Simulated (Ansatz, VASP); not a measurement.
# Nb in VASP and in Ansatz

```xyz
1
Lattice="-1.6361 1.6361 1.6361 1.6361 -1.6361 1.6361 1.6361 1.6361 -1.6361" Properties=species:S:1:pos:R:3 pbc="T T T"
Nb    0.0000    0.0000    0.0000
```

Alike in both runs: task single point; functional PBEsol; k mesh 16 × 16 × 16; occupations fermi-dirac, width 0.1 eV; no spin polarisation; Hubbard terms Nb d U = 2.0 eV.

```csv
,VASP,Ansatz
version,VASP 6.6.1,Ansatz 0.2.0
potentials or method,"VASP PAW PBE potentials, release 64 (Nb_sv), cutoff 520 eV","all-electron LAPW, scalar-relativistic"
```

VASP gave:

| Quantity | Value |
| --- | --- |
| gap on the k mesh at the Fermi level (eV) | none |
| pressure (GPa) | 5.9 |

Which values does Ansatz return?

gap on the k mesh at the Fermi level (eV): none; pressure (GPa): 1.0.

VASP's potentials were made for PBE, not for PBEsol. The programs project onto different local orbitals, so the same U acts differently, and such runs can settle in different states. A gap of «none» marks a metal or a gap that the smearing closes. Ansatz ran all-electron here, and VASP with PAW potentials. Ansatz's warnings: filled band counts differ across k points.
